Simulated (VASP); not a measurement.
# F (Pm-3m) in VASP: single point with PBEsol

Aim: the single point of F with PBEsol.

Everything below comes from runs of VASP 6.6.1. Logs are shortened: lines on timing, memory, paths and dates and some standing lists are left out, and cuts for length are marked.

## (1) The cell of the first run

Symmetry: Pm-3m, No. 221, cubic system. The conventional cell has a = 2.147 Å, b = 2.147 Å, c = 2.147 Å, α = 90.00°, β = 90.00°, γ = 90.00°. Within 2.8 Å of F (site symmetry m-3m) lie 6 F at 2.15 Å.

## (2) Single point, PBEsol

Contents of INCAR:

```
SYSTEM = F
PREC = Accurate
ENCUT = 520
EDIFF = 1E-6
ISMEAR = -1
SIGMA = 0.13605693000000002
LREAL = .FALSE.
LASPH = .TRUE.
NELM = 60
ALGO = Normal
ISIF = 2
LWAVE = .FALSE.
LCHARG = .FALSE.
GGA = PS
NBANDS = 10
```

Contents of KPOINTS:

```
Automatic mesh
0
G
  15 15 15
  0 0 0
```

Contents of POSCAR:

```
F
1.0
    2.1465782962      0.0000000000      0.0000000000
    0.0000000000      2.1465782962      0.0000000000
    0.0000000000      0.0000000000      2.1465782962
F
1
Direct
    0.0000000000      0.0000000000      0.0000000000
```

Potentials or basis: VASP PAW PBE potentials, release 64 (F).

Command:

```
$ cat potpaw_PBE.64/F/POTCAR > POTCAR
$ mpirun -np 1 vasp_std > vasp.out
```

OUTCAR:

```text
SYSTEM = F
   PREC = Accurate
   ENCUT = 520
   EDIFF = 1E-6
   ISMEAR = -1
   LREAL = .FALSE.
   LASPH = .TRUE.
   NELM = 60
   ISIF = 2
   GGA = PS

 ion  position               nearest neighbor table
   1  0.000  0.000  0.000-

  LATTYP: Found a simple cubic cell.
 ALAT       =     2.1465782962

  Lattice vectors:

 A1 = (   2.1465782962,   0.0000000000,   0.0000000000)
 A2 = (   0.0000000000,   2.1465782962,   0.0000000000)
 A3 = (   0.0000000000,   0.0000000000,   2.1465782962)

Analysis of symmetry for initial positions (statically):
=====================================================================
 Subroutine PRICEL returns:
 Original cell was already a primitive cell.

 Routine SETGRP: Setting up the symmetry group for a
 simple cubic supercell.

 Subroutine GETGRP returns: Found 48 space group operations
 (whereof 48 operations were pure point group operations)
 out of a pool of 48 trial point group operations.

The static configuration has the point symmetry O_h .

Analysis of symmetry for dynamics (positions and initial velocities):
=====================================================================
 Subroutine PRICEL returns:
 Original cell was already a primitive cell.

 Routine SETGRP: Setting up the symmetry group for a
 simple cubic supercell.

 Subroutine GETGRP returns: Found 48 space group operations
 (whereof 48 operations were pure point group operations)
 out of a pool of 48 trial point group operations.

The dynamic configuration has the point symmetry O_h .

 Subroutine INISYM returns: Found 48 space group operations
 (whereof 48 operations are pure point group operations),
 and found     1 'primitive' translations

----------------------------------------------------------------------------------------

                                     Primitive cell

  volume of cell :       9.8910

  direct lattice vectors                    reciprocal lattice vectors
     2.146578296  0.000000000  0.000000000     0.465857687  0.000000000  0.000000000
     0.000000000  2.146578296  0.000000000     0.000000000  0.465857687  0.000000000
     0.000000000  0.000000000  2.146578296     0.000000000  0.000000000  0.465857687

  length of vectors
     2.146578296  2.146578296  2.146578296     0.465857687  0.465857687  0.465857687

  position of ions in fractional coordinates (direct lattice)
     0.000000000  0.000000000  0.000000000

  ion indices of the primitive-cell ions
   primitive index   ion index
                 1           1

----------------------------------------------------------------------------------------

 KPOINTS: Automatic mesh

Automatic generation of k-mesh.
 Grid dimensions read from file:
 generate k-points for:   15   15   15

 Generating k-lattice:

  Cartesian coordinates                     Fractional coordinates (reciprocal lattice)
     0.031057179  0.000000000  0.000000000     0.066666667  0.000000000  0.000000000
     0.000000000  0.031057179  0.000000000     0.000000000  0.066666667  0.000000000
     0.000000000  0.000000000  0.031057179     0.000000000  0.000000000  0.066666667

  Length of vectors
     0.031057179  0.031057179  0.031057179

  Shift w.r.t. Gamma in fractional coordinates (k-lattice)
     0.000000000  0.000000000  0.000000000

 Subroutine IBZKPT returns following result:
 ===========================================

 Found    120 irreducible k-points:

 Following reciprocal coordinates:
            Coordinates               Weight
  0.000000  0.000000  0.000000      1.000000
  0.066667  0.000000  0.000000      6.000000
  0.133333  0.000000  0.000000      6.000000
  0.200000  0.000000  0.000000      6.000000
  0.266667  0.000000  0.000000      6.000000
  0.333333  0.000000  0.000000      6.000000
[... 16 lines left out ...]
  0.266667  0.200000  0.000000     24.000000
  0.333333  0.200000  0.000000     24.000000
 [... further k-points ...]
   k-points           NKPTS =    120   k-points in BZ     NKDIM =    120   number of bands    NBANDS=     10
   number of dos      NEDOS =    301   number of ions     NIONS =      1
   total plane-waves  NPLWV =   4096
   dimension x,y,z NGX =    16 NGY =   16 NGZ =   16
   dimension x,y,z NGXF=    32 NGYF=   32 NGZF=   32
   ions per type =               1
   NGX,Y,Z   is equivalent  to a cutoff of  12.39, 12.39, 12.39 a.u.
   NGXF,Y,Z  is equivalent  to a cutoff of  24.78, 24.78, 24.78 a.u.
 SYSTEM =  F
   PREC   = accura    normal or accurate (medium, high low for compatibility)
   ISTART =      0    job   : 0-new  1-cont  2-samecut
   ICHARG =      2    charge: 1-file 2-atom 10-const
   ISPIN  =      1    spin polarized calculation?
   LNONCOLLINEAR =      F non collinear calculations
   LSORBIT =      F    spin-orbit coupling
   LASPH  =      T    aspherical Exc in radial PAW
   ENCUT  =  520.0 eV  38.22 Ry    6.18 a.u.   3.99  3.99  3.99*2*pi/ulx,y,z
   NELM   =     60;   NELMIN=  2; NELMDL= -5     # of ELM steps
   EDIFF  = 0.1E-05   stopping-criterion for ELM
   LREAL  =      F    real-space projection
   EDIFFG = 0.1E-04   stopping-criterion for IOM
   NSW    =      0    number of steps for IOM
   IBRION =     -1    ionic relax: 0-MD 1-quasi-New 2-CG
   NFREE  =      0    steps in history (QN), initial steepest desc. (CG)
   ISIF   =      2    stress and relaxation
   ISYM   =      2    0-nonsym 1-usesym 2-fastsym
   POTIM  = 0.5000    time-step for ionic-motion
   TEBEG  =    0.0;   TEEND  =   0.0 temperature during run
   PSTRESS=    0.0 pullay stress
   NELECT =       7.0000    total number of electrons
   NUPDOWN=      -1.0000    fix difference up-down
   EMIN   =  10.00;   EMAX   =-10.00  energy-range for DOS
   EFERMI =   0.00;   METHOD = LEGACY
   ISMEAR =    -1;   SIGMA  =   0.14  broadening in eV -4-tet -1-fermi 0-gaus
   EFERMI_NEDOS =   21; number of points for ismear=-14 and -15
   IALGO  =     38    algorithm
   IMIX   =      4    mixing-type and parameters
     AMIX     =   0.40;   BMIX     =  1.00
     AMIX_MAG =   1.60;   BMIX_MAG =  1.00
  volume/ion in A,a.u.               =       9.89        66.75
  Fermi-wavevector in a.u.,A,eV,Ry     =   1.458906  2.756933 28.958749  2.128408
  Thomas-Fermi vector in A             =   2.575536
   LORBIT       =      0    0 simple, 1 ext, 2 COOP (PROOUT), +10 PAW based schemes
   GGA     = PS    functional components
   LHFCALC =     F    Hartree Fock is set to
   AEXX    =    0.0000 exact exchange contribution
   IVDW    =     0    specifies the selected vdW correction
   LEPSILON=     F    determine dielectric tensor
   LRPA    =     F    only Hartree local field effects (RPA)
 non-spin polarized calculation
  energy-cutoff  :      520.00
  volume of cell :        9.89
 maximum number of plane-waves:       284
 NGX is ok and might be reduce to    16
   NGX =  7   NGY =  7   NGZ =  7

 number of electron       6.9999986 magnetization

 Free energy of the ion-electron system (eV)
  ---------------------------------------------------
  ext. energy  EPLUGINS =         0.00000000
  ---------------------------------------------------
  free energy    TOTEN  =        -1.24948252 eV

  energy without entropy =       -1.15640041  energy(sigma->0) =       -1.20294147

 E-fermi :  -2.6702     XC(G=0): -10.5642

 val. band max:       -2.6758666423   @ k =   0.2000   0.2000   0.0667
 cond. band min:      -2.6567750858   @ k =   0.2667   0.1333   0.0667
 fundamental gap:      0.0190915565
 Fermi energy:        -2.6701805453

 k-point     1 :       0.0000    0.0000    0.0000
  band No.  band energies     occupation
      1     -25.3913      2.00000
      2      -2.7828      1.39186
      3      -2.7828      1.39186
      4      -2.7828      1.39186
      5       9.9386      0.00000
      6      25.9497      0.00000
      7      25.9497      0.00000
      8      38.2579      0.00000
      9      38.2579      0.00000
     10      38.2579      0.00000

 k-point     2 :       0.0667    0.0000    0.0000
  band No.  band energies     occupation
      1     -25.3365      2.00000
      2      -3.0503      1.88469
      3      -2.7621      1.32556
      4      -2.7621      1.32556
      5      10.1470      0.00000
      6      25.8537      0.00000
      7      26.0826      0.00000
      8      38.1426      0.00000
      9      38.1426      0.00000
     10      38.2543      0.00000

 k-point     3 :       0.1333    0.0000    0.0000
  band No.  band energies     occupation
      1     -25.1779      2.00000
      2      -3.7730      1.99940
      3      -2.7032      1.12065
      4      -2.7032      1.12065
      5      10.7239      0.00000
      6      25.4751      0.00000
      7      26.4790      0.00000
      8      37.8001      0.00000
      9      37.8001      0.00000
     10      38.4676      0.00000

 k-point     4 :       0.2000    0.0000    0.0000
  band No.  band energies     occupation
      1     -24.9348      2.00000
      2      -4.7688      2.00000
      3      -2.6154      0.80143
      4      -2.6154      0.80143
      5      11.5713      0.00000
      6      24.6700      0.00000
      7      27.1299      0.00000
      8      37.2567      0.00000
      9      37.2567      0.00000
     10      39.2467      0.00000
[... 222 lines left out ...]
 k-point    22 :       0.2000    0.2000    0.0000
  band No.  band energies     occupation
      1     -24.4963      2.00000
      2      -4.6892      2.00000
      3      -4.2336      1.99998
      4      -2.4569      0.34502
      5      12.7957      0.00000
      6      25.5363      0.00000
      7      25.7102      0.00000
      8      34.2892      0.00000
      9      37.2606      0.00000
     10      43.4259      0.00000

 k-point    23 :       0.2667    0.2000    0.0000
  band No.  band energies     occupation
      1     -24.2124      2.00000
      2      -5.5169      2.00000
      3      -4.2304      1.99998
      4      -2.3601      0.18578
      5      13.5445      0.00000
      6      24.2754      0.00000
      7      26.2505      0.00000
      8      33.8903      0.00000
      9      37.1046      0.00000
     10      42.3966      0.00000

 k-point    24 :       0.3333    0.2000    0.0000
  band No.  band energies     occupation
      1     -23.9232      2.00000
      2      -6.4207      2.00000
      3      -4.0715      1.99993
      4      -2.2663      0.09774
      5      14.3455      0.00000
      6      22.8088      0.00000
      7      27.0003      0.00000
      8      33.2991      0.00000
      9      36.8228      0.00000
     10      42.1978      0.00000

 [... further k-points ...]

------------------------ aborting loop because EDIFF is reached ----------------------------------------

  FORCE on cell =-STRESS in cart. coord.  units (eV):
  Direction    XX          YY          ZZ          XY          YZ          ZX
  --------------------------------------------------------------------------------------
  -------------------------------------------------------------------------------------
  Total       -0.0737980     -0.0737980     -0.0737980      0.0000000      0.0000000      0.0000000
  in kB      -11.9540397    -11.9540397    -11.9540397      0.0000000      0.0000000      0.0000000
  external PRESSURE =     -11.9540397 kB  Pullay stress =       0.0000000 kB

 VOLUME and BASIS-vectors are now :
 -----------------------------------------------------------------------------
  energy-cutoff  :      520.00
  volume of cell :        9.89
      direct lattice vectors                 reciprocal lattice vectors
     2.146578296  0.000000000  0.000000000     0.465857687  0.000000000  0.000000000
     0.000000000  2.146578296  0.000000000     0.000000000  0.465857687  0.000000000
     0.000000000  0.000000000  2.146578296     0.000000000  0.000000000  0.465857687

 POSITION                                       TOTAL-FORCE (eV/Angst)
 -----------------------------------------------------------------------------------
      0.00000      0.00000      0.00000         0.000000      0.000000      0.000000
 -----------------------------------------------------------------------------------
    total drift:                                0.000000      0.000000      0.000000

  FREE ENERGIE OF THE ION-ELECTRON SYSTEM (eV)
  ---------------------------------------------------
  free  energy   TOTEN  =        -1.2494825244 eV

  energy  without entropy=       -1.1564004109  energy(sigma->0) =       -1.20294147
```

Run time: 5.4 s. Hardware: 1 thread of Intel Xeon 8259CL, shared host; peak memory 0.11 GiB.

What came out:

| Item | Value |
| --- | --- |
| Free energy | -1.2495 eV |
| Pressure | -1.2 GPa |

Levels at points of the mesh, in eV from the Fermi level:
```
           k point  band 1  band 2  band 3  band 4  band 5  band 6  band 7  band 8  band 9
(0.00, 0.00, 0.00)  -22.72   -0.11   -0.11   -0.11   12.61   28.62   28.62   40.93   40.93
```

Caveat: the PAW data sets were made with another functional, which shifts forces and pressure a little; an odd number of electrons without spin polarisation forces a metal; a magnetic or distorted state may lie lower.
